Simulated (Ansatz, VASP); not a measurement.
One calculation of Ir, two programs

```
CELL_PARAMETERS angstrom
0.00000 1.94081 1.94081
1.94081 0.00000 1.94081
1.94081 1.94081 0.00000
ATOMIC_POSITIONS crystal
Ir 0.00000 0.00000 0.00000
```

Alike in both runs: task single point; functional r2SCAN; k mesh 12 × 12 × 12; occupations fermi-dirac, width 0.05 eV; no spin polarisation.

```csv
,VASP,Ansatz
version,VASP 6.6.1,Ansatz 0.2.0
potentials or method,"VASP PAW PBE potentials, release 64 (Ir_sv_GW)",Ansatz PAW
plane-wave cutoff (eV),550,500
valence electrons in the cell,17,17
```

```tsv
	VASP	Ansatz	Ansatz less VASP
gap on the k mesh at the Fermi level (eV)	none	none	-
pressure (GPa)	-12.7	-10.6	+2.10
```

VASP's potentials were made for PBE, not for r2SCAN. A gap of «none» marks a metal or a gap that the smearing closes.

Spin-orbit coupling is off throughout.
